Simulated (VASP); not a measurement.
# C (Fd-3m) in VASP: notebook, part 2 of 2

VASP 6.6.1.

### 3 Single point, PBE

This run uses another cell than the first one, of 5.44 Å³/atom, 1.021 times its volume.

INCAR

```
SYSTEM = C
PREC = Accurate
ENCUT = 520
EDIFF = 1E-6
ISMEAR = 1
SIGMA = 0.1
LREAL = .FALSE.
LASPH = .TRUE.
NELM = 100
ALGO = Normal
ISIF = 2
LWAVE = .FALSE.
LCHARG = .FALSE.
GGA = PE
NBANDS = 11
```

KPOINTS

```
regular mesh
0
G
  10 10 10
  0 0 0
```

POSCAR

```
C
1.0
    0.0000000000      1.7592674508      1.7592674508
    1.7592674508      0.0000000000      1.7592674508
    1.7592674508      1.7592674508      0.0000000000
C
2
Direct
    0.0000000000      0.0000000000      0.0000000000
    0.2500000000      0.2500000000      0.2500000000
```

Potentials or basis: VASP PAW PBE potentials, release 64 (C).

Run with:

```sh
cat potpaw_PBE.64/C/POTCAR > POTCAR
mpirun -np 1 vasp_std > vasp.out
```

OUTCAR:

```text
SYSTEM = C
   PREC = Accurate
   ENCUT = 520
   EDIFF = 1E-6
   ISMEAR = 1
   LREAL = .FALSE.
   LASPH = .TRUE.
   NELM = 100
   ISIF = 2
   GGA = PE

 ion  position               nearest neighbor table
   1  0.000  0.000  0.000-   2 1.52   2 1.52   2 1.52   2 1.52
   2  0.250  0.250  0.250-   1 1.52   1 1.52   1 1.52   1 1.52

  LATTYP: Found a face centered cubic cell.
 ALAT       =     3.5185349016

  Lattice vectors:

 A1 = (   0.0000000000,   1.7592674508,   1.7592674508)
 A2 = (   1.7592674508,   0.0000000000,   1.7592674508)
 A3 = (   1.7592674508,   1.7592674508,   0.0000000000)

Analysis of symmetry for initial positions (statically):
=====================================================================
 Subroutine PRICEL returns:
 Original cell was already a primitive cell.

 Routine SETGRP: Setting up the symmetry group for a
 face centered cubic supercell.

 Subroutine GETGRP returns: Found 48 space group operations
 (whereof 24 operations were pure point group operations)
 out of a pool of 48 trial point group operations.

The static configuration has the point symmetry T_d .
 The point group associated with its full space group is O_h .

Analysis of symmetry for dynamics (positions and initial velocities):
=====================================================================
 Subroutine PRICEL returns:
 Original cell was already a primitive cell.

 Routine SETGRP: Setting up the symmetry group for a
 face centered cubic supercell.

 Subroutine GETGRP returns: Found 48 space group operations
 (whereof 24 operations were pure point group operations)
 out of a pool of 48 trial point group operations.

The dynamic configuration has the point symmetry T_d .
 The point group associated with its full space group is O_h .

 Subroutine INISYM returns: Found 48 space group operations
 (whereof 24 operations are pure point group operations),
 and found     1 'primitive' translations

----------------------------------------------------------------------------------------

                                     Primitive cell

  volume of cell :      10.8899

  direct lattice vectors                    reciprocal lattice vectors
     0.000000000  1.759267451  1.759267451    -0.284209203  0.284209203  0.284209203
     1.759267451  0.000000000  1.759267451     0.284209203 -0.284209203  0.284209203
     1.759267451  1.759267451  0.000000000     0.284209203  0.284209203 -0.284209203

  length of vectors
     2.487979889  2.487979889  2.487979889     0.492264780  0.492264780  0.492264780

  position of ions in fractional coordinates (direct lattice)
     0.000000000  0.000000000  0.000000000
     0.250000000  0.250000000  0.250000000

  ion indices of the primitive-cell ions
   primitive index   ion index
                 1           1
                 2           2

----------------------------------------------------------------------------------------

 KPOINTS: regular mesh

Automatic generation of k-mesh.
 Grid dimensions read from file:
 generate k-points for:   10   10   10

 Generating k-lattice:

[... 21 lines left out ...]
  0.300000  0.000000  0.000000      8.000000
  0.400000  0.000000  0.000000      8.000000
  0.500000  0.000000  0.000000      4.000000
[... 16 lines left out ...]
  0.300000  0.300000  0.000000      6.000000
  0.400000  0.300000  0.000000     24.000000
 [... further k-points ...]
   k-points           NKPTS =     47   k-points in BZ     NKDIM =     47   number of bands    NBANDS=     11
   number of dos      NEDOS =    301   number of ions     NIONS =      2
   total plane-waves  NPLWV =   8000
   dimension x,y,z NGX =    20 NGY =   20 NGZ =   20
   dimension x,y,z NGXF=    40 NGYF=   40 NGZF=   40
   ions per type =               2
   NGX,Y,Z   is equivalent  to a cutoff of  13.36, 13.36, 13.36 a.u.
   NGXF,Y,Z  is equivalent  to a cutoff of  26.73, 26.73, 26.73 a.u.
 SYSTEM =  C
   PREC   = accura    normal or accurate (medium, high low for compatibility)
   ISTART =      0    job   : 0-new  1-cont  2-samecut
   ICHARG =      2    charge: 1-file 2-atom 10-const
   ISPIN  =      1    spin polarized calculation?
   LNONCOLLINEAR =      F non collinear calculations
   LSORBIT =      F    spin-orbit coupling
   LASPH  =      T    aspherical Exc in radial PAW
   ENCUT  =  520.0 eV  38.22 Ry    6.18 a.u.   4.63  4.63  4.63*2*pi/ulx,y,z
   NELM   =    100;   NELMIN=  2; NELMDL= -5     # of ELM steps
   EDIFF  = 0.1E-05   stopping-criterion for ELM
   LREAL  =      F    real-space projection
   EDIFFG = 0.1E-04   stopping-criterion for IOM
   NSW    =      0    number of steps for IOM
   IBRION =     -1    ionic relax: 0-MD 1-quasi-New 2-CG
   NFREE  =      0    steps in history (QN), initial steepest desc. (CG)
   ISIF   =      2    stress and relaxation
   ISYM   =      2    0-nonsym 1-usesym 2-fastsym
   POTIM  = 0.5000    time-step for ionic-motion
   TEBEG  =    0.0;   TEEND  =   0.0 temperature during run
   PSTRESS=    0.0 pullay stress
   NELECT =       8.0000    total number of electrons
   NUPDOWN=      -1.0000    fix difference up-down
   EMIN   =  10.00;   EMAX   =-10.00  energy-range for DOS
   EFERMI =   0.00;   METHOD = LEGACY
   ISMEAR =     1;   SIGMA  =   0.10  broadening in eV -4-tet -1-fermi 0-gaus
   EFERMI_NEDOS =   21; number of points for ismear=-14 and -15
   IALGO  =     38    algorithm
   IMIX   =      4    mixing-type and parameters
     AMIX     =   0.40;   BMIX     =  1.00
     AMIX_MAG =   1.60;   BMIX_MAG =  1.00
  volume/ion in A,a.u.               =       5.44        36.74
  Fermi-wavevector in a.u.,A,eV,Ry     =   1.477167  2.791441 29.688220  2.182023
  Thomas-Fermi vector in A             =   2.591604
   LORBIT       =      0    0 simple, 1 ext, 2 COOP (PROOUT), +10 PAW based schemes
   GGA     = PE    functional components
   LHFCALC =     F    Hartree Fock is set to
   AEXX    =    0.0000 exact exchange contribution
   IVDW    =     0    specifies the selected vdW correction
   LEPSILON=     F    determine dielectric tensor
   LRPA    =     F    only Hartree local field effects (RPA)
 non-spin polarized calculation
 Methfessel and Paxton  Order N= 1 SIGMA  =   0.10
  energy-cutoff  :      520.00
  volume of cell :       10.89
 maximum number of plane-waves:       303
   NGX =  9   NGY =  9   NGZ =  9

 number of electron       7.9999999 magnetization

 Free energy of the ion-electron system (eV)
  ---------------------------------------------------
  ext. energy  EPLUGINS =         0.00000000
  ---------------------------------------------------
  free energy    TOTEN  =       -18.15076389 eV

  energy without entropy =      -18.15078128  energy(sigma->0) =      -18.15076969

 E-fermi :  10.4139     XC(G=0): -13.4568

 val. band max:       10.3297591610   @ k =   0.0000   0.0000   0.0000
 cond. band min:      14.5866882706   @ k =   0.4000   0.4000   0.0000
 fundamental gap:      4.2569291096
 Fermi energy:        10.4139468378

 k-point     1 :       0.0000    0.0000    0.0000
  band No.  band energies     occupation
      1     -11.7040      2.00000
      2      10.3298      2.00000
      3      10.3298      2.00000
      4      10.3298      2.00000
      5      16.0328      0.00000
      6      16.0328      0.00000
      7      16.0328      0.00000
      8      24.6103      0.00000
      9      30.1553      0.00000
     10      37.3175      0.00000
     11      37.3175      0.00000
[... 309 lines left out ...]
 k-point    24 :       0.4000    0.3000    0.0000
  band No.  band energies     occupation
      1      -6.9784      2.00000
      2       2.1207      2.00000
      3       4.1150      2.00000
      4       4.7557      2.00000
      5      15.2310      0.00000
      6      18.5038      0.00000
      7      24.8904      0.00000
      8      24.9862      0.00000
      9      32.8827      0.00000
     10      33.8803      0.00000
     11      41.7284      0.00000

 [... further k-points ...]

------------------------ aborting loop because EDIFF is reached ----------------------------------------

  FORCE on cell =-STRESS in cart. coord.  units (eV):
  Direction    XX          YY          ZZ          XY          YZ          ZX
  --------------------------------------------------------------------------------------
  -------------------------------------------------------------------------------------
  Total        1.4927818      1.4927818      1.4927818     -0.0000000     -0.0000000      0.0000000
  in kB      219.6247666    219.6247666    219.6247666     -0.0000000     -0.0000000      0.0000000
  external PRESSURE =     219.6247666 kB  Pullay stress =       0.0000000 kB

 VOLUME and BASIS-vectors are now :
 -----------------------------------------------------------------------------
  energy-cutoff  :      520.00
  volume of cell :       10.89
      direct lattice vectors                 reciprocal lattice vectors
     0.000000000  1.759267451  1.759267451    -0.284209203  0.284209203  0.284209203
     1.759267451  0.000000000  1.759267451     0.284209203 -0.284209203  0.284209203
     1.759267451  1.759267451  0.000000000     0.284209203  0.284209203 -0.284209203

 POSITION                                       TOTAL-FORCE (eV/Angst)
 -----------------------------------------------------------------------------------
      0.00000      0.00000      0.00000         0.000000     -0.000000     -0.000000
      0.87963      0.87963      0.87963        -0.000000      0.000000      0.000000
 -----------------------------------------------------------------------------------
    total drift:                                0.000000      0.000000      0.000000

  FREE ENERGIE OF THE ION-ELECTRON SYSTEM (eV)
  ---------------------------------------------------
  free  energy   TOTEN  =       -18.1507638893 eV

  energy  without entropy=      -18.1507812830  energy(sigma->0) =      -18.15076969
```

Wall time 6.2 s (1 thread of AMD EPYC 7R43 (Zen 3), shared host); peak memory 0.08 GiB.

Results:

| Property | Result |
| --- | --- |
| Free energy | -18.1508 eV |
| Pressure | 22.0 GPa |
| Band gap on the k mesh | 4.26 eV, indirect (least direct gap 5.70 eV) |

Levels at points of the mesh, in eV from the valence-band top:
```csv
k point,band 1,band 2,band 3,band 4,band 5,band 6,band 7,band 8
"(0.00, 0.00, 0.00)",-22.03,0.00,0.00,0.00,5.70,5.70,5.70,14.28
"(0.50, 0.00, 0.00)",-16.02,-13.83,-2.91,-2.91,8.63,8.63,9.41,16.07
"(0.50, 0.50, 0.00)",-13.06,-13.06,-6.55,-6.55,4.84,4.84,17.44,17.44
```
